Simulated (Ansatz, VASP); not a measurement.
Sc2As3Se3: VASP beside Ansatz

```xyz
8
Lattice="3.9866 2.3017 3.0287 -3.9866 2.3017 3.0287 0.0000 -4.6033 3.0287" Properties=species:S:1:pos:R:3 pbc="T T T"
Sc    0.0000    0.0000    7.0246
Sc    0.0000    0.0000    2.0616
As   -0.7813   -1.3533    4.5431
As    1.5626    0.0000    4.5431
As   -0.7813    1.3533    4.5431
Se    0.9171   -3.0149    3.0287
Se    2.1524    2.3017    3.0287
Se   -3.0695    0.7132    3.0287
```

Change from the starting cell: species swapped into the Nb3V3Ge2 type (R32, No. 155).

Alike in both runs: functional PBE; k mesh 3 × 3 × 3; occupations gaussian, width 0.2 eV; no spin polarisation.

Ansatz relaxed the structure, and its values are those at the end. VASP's run is a single point on that final structure, the one shown.

|  | VASP | Ansatz |
| --- | --- | --- |
| version | VASP 6.6.1 | Ansatz 0.2.0 |
| potentials or method | VASP PAW PBE potentials, release 64 (Sc_sv, As, Se), cutoff 520 eV | scalar-relativistic, plane waves, PAW |
| valence electrons in the cell | 55 | 115 |

```csv
,VASP,Ansatz,Ansatz less VASP
gap on the k mesh at the Fermi level (eV),none,none,-
pressure (GPa),0.2,0.0,-0.16
rms of the force components (eV/Å),0.023,0.022,-0.0004
```

A gap of «none» marks a metal or a gap that the smearing closes. VASP's potentials hold 55 valence electrons a cell and Ansatz's 115, so a difference there can come from the potentials and not from the codes.

The k mesh is coarse, so the values compare programs but aren't converged.
